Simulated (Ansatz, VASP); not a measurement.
# Cr in VASP and in Ansatz

File INCAR:

```
  ALGO = Normal
  EDIFF = 1E-6
  ENCUT = 520
  GGA = PE
  ISIF = 2
  ISMEAR = -1
  ISPIN = 2
  LASPH = True
  LCHARG = False
  LMAXMIX = 4
  LORBIT = 11
  LREAL = False
  LWAVE = False
  MAGMOM = 0.191 -0.191
  NBANDS = 23
  NELM = 150
  PREC = Accurate
  SIGMA = 0.05
```

KPOINTS

```
k-points
0
Gamma
  13 13 13
```

The input POSCAR:

```
Cr
1.0
    0.0000000000      2.3712751217      2.3712751217
    2.3712751217      0.0000000000      2.3712751217
    2.3712751217      2.3712751217      0.0000000000
Cr
2
Direct
    0.0000000000      0.0000000000      0.0000000000
    0.5000000000      0.5000000000      0.5000000000
```

Input for Ansatz:

```yaml
crystal:
  lattice:
    - [0.0, 2.3712751217, 2.3712751217]
    - [2.3712751217, 0.0, 2.3712751217]
    - [2.3712751217, 2.3712751217, 0.0]
  atoms:
    - { symbol: Cr, position: [0.0, 0.0, 0.0], spin: 0.191 }
    - { symbol: Cr, position: [0.5, 0.5, 0.5], spin: -0.191 }
hamiltonian:
  xc: pbe
  pseudopotentials:
    kind: paw
    azcp:
      Cr: "pseudopotentials/Cr.paw.azcp"
basis:
  ecutwfc: 420
  fft_grid_basis: typed
kpoints:
  mp_grid: { grid: [13, 13, 13], shift: [0, 0, 0] }
magnetization:
  spin_polarized: true
scf:
  occupations: { method: fermi_dirac, width: 0.05 }
  lower_state_search: "off"
output:
  stress: true
```

Alike in both runs: task single point; functional PBE; k mesh 13 × 13 × 13; occupations fermi-dirac, width 0.05 eV; collinear spin.

```csv
,VASP,Ansatz
version,VASP 6.6.1,Ansatz 0.2.0
potentials or method,"VASP PAW PBE potentials, release 64 (Cr_pv), cutoff 520 eV","plane waves (420 eV) with PAW, scalar-relativistic"
valence electrons in the cell,24,28
```

```tsv
	VASP	Ansatz	Ansatz less VASP
pressure (GPa)	-7.2	-7.0	+0.24
net moment per atom (μB)	0.00	0.00	0.000
```

The functional is the same, so the differences come from potentials, cutoffs and numerics. VASP's potentials hold 24 valence electrons a cell and Ansatz's 28, so a difference there can come from the potentials and not from the codes. Ansatz's warnings: negative dielectric reading, seeded moment not kept.
